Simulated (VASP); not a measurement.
# ZnF2 (P4_2/mnm) in VASP: further runs

Runs on ZnF2. Level: PBE. Tasks: single point, relaxation of volume and atoms at fixed shape.

All numbers are computed with VASP 6.6.1; they aren't measurements. Logs are shortened: lines on timing, memory, paths and dates and some standing lists are left out, and cuts for length are marked.

**1. The cell of the first run**

It takes space group P4_2/mnm (No. 136, tetragonal). Conventional cell: a = 4.788 Å, b = 4.788 Å, c = 3.189 Å, α = 90.00°, β = 90.00°, γ = 90.00°. Within 2.7 Å of Zn (site symmetry mmm) lie 6 F at 2.06 to 2.07 Å. Within 2.7 Å of F (site symmetry m2m) lie 3 Zn at 2.06 to 2.07 Å and 1 F at 2.65 Å.

**2. Single point, PBE**

File INCAR:

```
  PREC = Accurate
  ENCUT = 600
  EDIFF = 1E-6
  ISMEAR = -1
  SIGMA = 0.01
  LREAL = F
  LASPH = T
  NELM = 120
  ALGO = Normal
  ISIF = 2
  LWAVE = F
  LCHARG = F
  GGA = PE
  NBANDS = 35
  GGA_COMPAT = F
```

File KPOINTS:

```
regular mesh
0
Gamma
  5 5 7
```

File POSCAR:

```
ZnF2
1.0
    4.7877021822      0.0000000000      0.0000000000
    0.0000000000      4.7877021822      0.0000000000
    0.0000000000      0.0000000000      3.1890199581
Zn F
2 4
Direct
    0.0000000000      0.0000000000      0.0000000000
    0.5000000000      0.5000000000      0.5000000000
    0.3043320729      0.3043320729      0.0000000000
    0.1956679271      0.8043320729      0.5000000000
    0.6956679271      0.6956679271      0.0000000000
    0.8043320729      0.1956679271      0.5000000000
```

Potentials or basis: VASP PAW PBE potentials, release 64 (Zn, F).

Launch:

```
$ cat potpaw_PBE.64/Zn/POTCAR potpaw_PBE.64/F/POTCAR > POTCAR
$ mpirun -np 1 vasp_std > vasp.out
```

OUTCAR:

```text
PREC = Accurate
   ENCUT = 600
   EDIFF = 1E-6
   ISMEAR = -1
   LREAL = F
   LASPH = T
   NELM = 120
   ISIF = 2
   GGA = PE

 ion  position               nearest neighbor table
   1  0.000  0.000  0.000-   3 2.06   5 2.06   4 2.07   6 2.07   4 2.07   6 2.07
   2  0.500  0.500  0.500-   4 2.06   6 2.06   5 2.07   3 2.07   3 2.07   5 2.07
   3  0.304  0.304  0.000-   1 2.06   2 2.07   2 2.07
   4  0.196  0.804  0.500-   2 2.06   1 2.07   1 2.07
   5  0.696  0.696  0.000-   1 2.06   2 2.07   2 2.07
   6  0.804  0.196  0.500-   2 2.06   1 2.07   1 2.07

  LATTYP: Found a simple tetragonal cell.
 ALAT       =     4.7877021822
 C/A-ratio  =     0.6660856997

  Lattice vectors:

 A1 = (   4.7877021822,   0.0000000000,   0.0000000000)
 A2 = (   0.0000000000,   4.7877021822,   0.0000000000)
 A3 = (   0.0000000000,   0.0000000000,   3.1890199581)

Analysis of symmetry for initial positions (statically):
=====================================================================
 Subroutine PRICEL returns:
 Original cell was already a primitive cell.

 Routine SETGRP: Setting up the symmetry group for a
 simple tetragonal supercell.

 Subroutine GETGRP returns: Found 16 space group operations
 (whereof  8 operations were pure point group operations)
 out of a pool of 16 trial point group operations.

The static configuration has the point symmetry D_2h.
 The point group associated with its full space group is D_4h.

Analysis of symmetry for dynamics (positions and initial velocities):
=====================================================================
 Subroutine PRICEL returns:
 Original cell was already a primitive cell.

 Routine SETGRP: Setting up the symmetry group for a
 simple tetragonal supercell.

 Subroutine GETGRP returns: Found 16 space group operations
 (whereof  8 operations were pure point group operations)
 out of a pool of 16 trial point group operations.

The dynamic configuration has the point symmetry D_2h.
 The point group associated with its full space group is D_4h.

 Subroutine INISYM returns: Found 16 space group operations
 (whereof  8 operations are pure point group operations),
 and found     1 'primitive' translations

----------------------------------------------------------------------------------------

                                     Primitive cell

  volume of cell :      73.0990

  direct lattice vectors                    reciprocal lattice vectors
     4.787702182  0.000000000  0.000000000     0.208868464  0.000000000  0.000000000
     0.000000000  4.787702182  0.000000000     0.000000000  0.208868464  0.000000000
     0.000000000  0.000000000  3.189019958     0.000000000  0.000000000  0.313575962

  length of vectors
     4.787702182  4.787702182  3.189019958     0.208868464  0.208868464  0.313575962

  position of ions in fractional coordinates (direct lattice)
     0.000000000  0.000000000  0.000000000
     0.500000000  0.500000000  0.500000000
     0.304332073  0.304332073  0.000000000
     0.195667927  0.804332073  0.500000000
     0.695667927  0.695667927  0.000000000
     0.804332073  0.195667927  0.500000000

  ion indices of the primitive-cell ions
   primitive index   ion index
                 1           1
                 2           2
                 3           3
                 4           4
                 5           5
                 6           6

----------------------------------------------------------------------------------------

 KPOINTS: regular mesh

Automatic generation of k-mesh.
 Grid dimensions read from file:
 generate k-points for:    5    5    7

 Generating k-lattice:

  Cartesian coordinates                     Fractional coordinates (reciprocal lattice)
     0.041773693  0.000000000  0.000000000     0.200000000  0.000000000  0.000000000
     0.000000000  0.041773693  0.000000000     0.000000000  0.200000000  0.000000000
     0.000000000  0.000000000  0.044796566     0.000000000  0.000000000  0.142857143

  Length of vectors
     0.041773693  0.041773693  0.044796566

  Shift w.r.t. Gamma in fractional coordinates (k-lattice)
     0.000000000  0.000000000  0.000000000

 Subroutine IBZKPT returns following result:
 ===========================================

 Found     24 irreducible k-points:

 Following reciprocal coordinates:
            Coordinates               Weight
  0.000000  0.000000  0.000000      1.000000
  0.200000  0.000000  0.000000      4.000000
  0.400000  0.000000  0.000000      4.000000
  0.200000  0.200000  0.000000      4.000000
  0.400000  0.200000  0.000000      8.000000
  0.400000  0.400000  0.000000      4.000000
[... 16 lines left out ...]
  0.400000  0.200000  0.428571     16.000000
  0.400000  0.400000  0.428571      8.000000
   k-points           NKPTS =     24   k-points in BZ     NKDIM =     24   number of bands    NBANDS=     35
   number of dos      NEDOS =    301   number of ions     NIONS =      6
   total plane-waves  NPLWV =  44800
   dimension x,y,z NGX =    40 NGY =   40 NGZ =   28
   dimension x,y,z NGXF=    80 NGYF=   80 NGZF=   56
   ions per type =               2   4
   NGX,Y,Z   is equivalent  to a cutoff of  13.89, 13.89, 14.60 a.u.
   NGXF,Y,Z  is equivalent  to a cutoff of  27.78, 27.78, 29.19 a.u.
 SYSTEM =  unknown system
   PREC   = accura    normal or accurate (medium, high low for compatibility)
   ISTART =      0    job   : 0-new  1-cont  2-samecut
   ICHARG =      2    charge: 1-file 2-atom 10-const
   ISPIN  =      1    spin polarized calculation?
   LNONCOLLINEAR =      F non collinear calculations
   LSORBIT =      F    spin-orbit coupling
   LASPH  =      T    aspherical Exc in radial PAW
   ENCUT  =  600.0 eV  44.10 Ry    6.64 a.u.   9.56  9.56  6.37*2*pi/ulx,y,z
   NELM   =    120;   NELMIN=  2; NELMDL= -5     # of ELM steps
   EDIFF  = 0.1E-05   stopping-criterion for ELM
   LREAL  =      F    real-space projection
   EDIFFG = 0.1E-04   stopping-criterion for IOM
   NSW    =      0    number of steps for IOM
   IBRION =     -1    ionic relax: 0-MD 1-quasi-New 2-CG
   NFREE  =      0    steps in history (QN), initial steepest desc. (CG)
   ISIF   =      2    stress and relaxation
   ISYM   =      2    0-nonsym 1-usesym 2-fastsym
   POTIM  = 0.5000    time-step for ionic-motion
   TEBEG  =    0.0;   TEEND  =   0.0 temperature during run
   PSTRESS=    0.0 pullay stress
   NELECT =      52.0000    total number of electrons
   NUPDOWN=      -1.0000    fix difference up-down
   EMIN   =  10.00;   EMAX   =-10.00  energy-range for DOS
   EFERMI =   0.00;   METHOD = LEGACY
   ISMEAR =    -1;   SIGMA  =   0.01  broadening in eV -4-tet -1-fermi 0-gaus
   EFERMI_NEDOS =   21; number of points for ismear=-14 and -15
   IALGO  =     38    algorithm
   IMIX   =      4    mixing-type and parameters
     AMIX     =   0.40;   BMIX     =  1.00
     AMIX_MAG =   1.60;   BMIX_MAG =  1.00
  volume/ion in A,a.u.               =      12.18        82.22
  Fermi-wavevector in a.u.,A,eV,Ry     =   1.461410  2.761665 29.058229  2.135720
  Thomas-Fermi vector in A             =   2.577745
   LORBIT       =      0    0 simple, 1 ext, 2 COOP (PROOUT), +10 PAW based schemes
   GGA     = PE    functional components
   LHFCALC =     F    Hartree Fock is set to
   AEXX    =    0.0000 exact exchange contribution
   IVDW    =     0    specifies the selected vdW correction
   LEPSILON=     F    determine dielectric tensor
   LRPA    =     F    only Hartree local field effects (RPA)
 non-spin polarized calculation
  energy-cutoff  :      600.00
  volume of cell :       73.10
 maximum number of plane-waves:      2473
 NGX is ok and might be reduce to    40
   NGX = 19   NGY = 19   NGZ = 13

 number of electron      51.9999975 magnetization

 Free energy of the ion-electron system (eV)
  ---------------------------------------------------
  ext. energy  EPLUGINS =         0.00000000
  ---------------------------------------------------
  free energy    TOTEN  =       -23.25211892 eV

  energy without entropy =      -23.25211892  energy(sigma->0) =      -23.25211892

 E-fermi :  -1.4409     XC(G=0): -10.0000

 val. band max:       -1.6956786027   @ k =   0.0000   0.0000   0.0000
 cond. band min:       1.7456729417   @ k =   0.0000   0.0000   0.0000
 fundamental gap:      3.4413515444
 Fermi energy:        -1.4409495349

 k-point     1 :       0.0000    0.0000    0.0000
  band No.  band energies     occupation
      1     -23.1070      2.00000
      2     -22.4220      2.00000
      3     -22.4220      2.00000
      4     -22.3992      2.00000
      5      -7.4165      2.00000
      6      -6.6550      2.00000
[... 27 lines left out ...]
     34      13.0005      0.00000
     35      13.2405      0.00000

 k-point     2 :       0.2000    0.0000    0.0000
  band No.  band energies     occupation
      1     -23.0535      2.00000
      2     -22.5350      2.00000
      3     -22.4109      2.00000
      4     -22.3570      2.00000
      5      -7.2388      2.00000
      6      -6.5937      2.00000
[... 27 lines left out ...]
     34      13.7179      0.00000
     35      13.8701      0.00000

 k-point     3 :       0.4000    0.0000    0.0000
  band No.  band energies     occupation
      1     -22.9086      2.00000
      2     -22.7163      2.00000
      3     -22.3838      2.00000
      4     -22.3577      2.00000
      5      -6.7961      2.00000
      6      -6.5039      2.00000
[... 27 lines left out ...]
     34      14.2853      0.00000
     35      14.3119      0.00000
[... 723 lines left out ...]
 k-point    23 :       0.4000    0.2000    0.4286
  band No.  band energies     occupation
      1     -22.6150      2.00000
      2     -22.5660      2.00000
      3     -22.4204      2.00000
      4     -22.4085      2.00000
      5      -6.5507      2.00000
      6      -6.4058      2.00000
[... 27 lines left out ...]
     34      12.4432      0.00000
     35      13.5172      0.00000

 k-point    24 :       0.4000    0.4000    0.4286
  band No.  band energies     occupation
      1     -22.5981      2.00000
      2     -22.5788      2.00000
      3     -22.4178      2.00000
      4     -22.4113      2.00000
      5      -6.6797      2.00000
      6      -6.6068      2.00000
[... 27 lines left out ...]
     34      11.6036      0.00000
     35      14.6525      0.00000

------------------------ aborting loop because EDIFF is reached ----------------------------------------

  FORCE on cell =-STRESS in cart. coord.  units (eV):
  Direction    XX          YY          ZZ          XY          YZ          ZX
  --------------------------------------------------------------------------------------
  -------------------------------------------------------------------------------------
  Total        0.1781702      0.1781702      0.0662340     -0.0000000      0.0000000      0.0000000
  in kB        3.9051175      3.9051175      1.4517099     -0.0000000      0.0000000      0.0000000
  external PRESSURE =       3.0873150 kB  Pullay stress =       0.0000000 kB

 VOLUME and BASIS-vectors are now :
 -----------------------------------------------------------------------------
  energy-cutoff  :      600.00
  volume of cell :       73.10
      direct lattice vectors                 reciprocal lattice vectors
     4.787702182  0.000000000  0.000000000     0.208868464  0.000000000  0.000000000
     0.000000000  4.787702182  0.000000000     0.000000000  0.208868464  0.000000000
     0.000000000  0.000000000  3.189019958     0.000000000  0.000000000  0.313575962

 POSITION                                       TOTAL-FORCE (eV/Angst)
 -----------------------------------------------------------------------------------
      0.00000      0.00000      0.00000        -0.000000      0.000000      0.000000
      2.39385      2.39385      1.59451        -0.000000      0.000000      0.000000
      1.45705      1.45705      0.00000        -0.007353     -0.007353     -0.000000
      0.93680      3.85090      1.59451         0.007353     -0.007353     -0.000000
      3.33065      3.33065      0.00000         0.007353      0.007353      0.000000
      3.85090      0.93680      1.59451        -0.007353      0.007353      0.000000
 -----------------------------------------------------------------------------------
    total drift:                                0.000000     -0.000000      0.000000

  FREE ENERGIE OF THE ION-ELECTRON SYSTEM (eV)
  ---------------------------------------------------
  free  energy   TOTEN  =       -23.2521189241 eV

  energy  without entropy=      -23.2521189241  energy(sigma->0) =      -23.25211892
```

It took 99 s on 1 thread of Intel Xeon 8259CL, shared host; peak memory 0.23 GiB.

Results:

| Item | Value |
| --- | --- |
| Free energy | -23.2521 eV |
| Pressure | 0.3 GPa |
| Largest force | 0.010 eV/Å |
| Band gap on the k mesh | 3.44 eV |

Forces on the atoms (eV/Å):
```
Zn   0.000  0.000  0.000
Zn   0.000  0.000  0.000
F   -0.007 -0.007  0.000
F    0.007 -0.007  0.000
F    0.007  0.007  0.000
F   -0.007  0.007  0.000
```

Stress tensor (GPa, compression positive):
```
0.39 0.00 0.00
0.00 0.39 0.00
0.00 0.00 0.15
```

**3. Relaxation of volume and atoms at fixed shape, PBE**

This run uses another cell than the first one, of 11.56 Å³/atom.

File INCAR:

```
ALGO = Normal
EDIFF = 1E-7
EDIFFG = -0.01
ENCUT = 600
GGA = PE
GGA_COMPAT = F
IBRION = 2
ISIF = 8
ISMEAR = -1
LASPH = T
LCHARG = F
LREAL = F
LWAVE = F
NELM = 120
NELMIN = 4
NSW = 80
PREC = Accurate
SIGMA = 0.01
```

File KPOINTS:

```
k-points
0
Gamma
  5 5 7
```

File POSCAR:

```
ZnF2
1.0
    4.7048000000      0.0000000000      0.0000000000
    0.0000000000      4.7048000000      0.0000000000
    0.0000000000      0.0000000000      3.1338000000
Zn F
2 4
Direct
    0.0000000000      0.0000000000      0.0000000000
    0.5000000000      0.5000000000      0.5000000000
    0.3024000000      0.3024000000      0.0000000000
    0.1976000000      0.8024000000      0.5000000000
    0.6976000000      0.6976000000      0.0000000000
    0.8024000000      0.1976000000      0.5000000000
```

Potentials or basis: VASP PAW PBE potentials, release 64 (Zn, F).

Launch:

```
$ cat potpaw_PBE.64/Zn/POTCAR potpaw_PBE.64/F/POTCAR > POTCAR
$ mpirun -np 1 vasp_std > vasp.out
```

Wall time 6.3 min (1 thread of Intel Xeon 8259CL, shared host); peak memory 0.23 GiB.

Results (log left out):

- Free energy: -23.2417 eV
- Relaxed volume: 12.24 Å³/atom
- Relaxed cell: a = 4.795 Å, b = 4.795 Å, c = 3.194 Å, α = 90.00°, β = 90.00°, γ = 90.00°
- Space group after relaxing (to 0.1 Å): P4_2/mnm (No. 136)
- Energy gained by relaxing: 12.7 meV/atom
- Ionic steps: 7
- Pressure after relaxing: -0.1 GPa
- Band gap on the k mesh: 3.43 eV

Stress tensor (GPa, compression positive):
```
 0.02  0.00  0.00
 0.00  0.02  0.00
 0.00  0.00 -0.33
```

Step by step:
```csv
step,energy change (eV),largest force (eV/Å),pressure (GPa),volume (Å³)
1,0.0000,0.0123,6.38,69.37
2,-0.0712,0.0921,-1.10,74.09
3,-0.0740,0.0795,0.01,73.27
4,-0.0740,0.0807,-0.10,73.35
5,-0.0750,0.0546,-0.11,73.38
6,-0.0758,0.0171,-0.09,73.43
7,-0.0759,0.0014,-0.10,73.44
```

Final structure:
```cif
data_structure
_symmetry_space_group_name_H-M 'P 1'
_symmetry_Int_Tables_number 1
_cell_length_a 4.7952
_cell_length_b 4.7952
_cell_length_c 3.1940
_cell_angle_alpha 90.000
_cell_angle_beta 90.000
_cell_angle_gamma 90.000
_cell_volume 73.44
loop_
_atom_site_label
_atom_site_type_symbol
_atom_site_fract_x
_atom_site_fract_y
_atom_site_fract_z
_atom_site_occupancy
Zn1 Zn 0.00000 0.00000 0.00000 1
Zn2 Zn 0.50000 0.50000 0.50000 1
F1 F 0.30425 0.30425 0.00000 1
F2 F 0.19575 0.80425 0.50000 1
F3 F 0.69575 0.69575 0.00000 1
F4 F 0.80425 0.19575 0.50000 1
```

Levels at points of the mesh, in eV from the valence-band top:
| k point | band 23 | band 24 | band 25 | band 26 | band 27 | band 28 | band 29 | band 30 |
| --- | --- | --- | --- | --- | --- | --- | --- | --- |
| (0.00, 0.00, 0.00) | -0.88 | -0.25 | -0.25 | 0.00 | 3.43 | 8.99 | 9.64 | 9.64 |

As with any semilocal functional, this PBE gap is likely too small. Zero-point motion and thermal expansion aren't in these numbers.
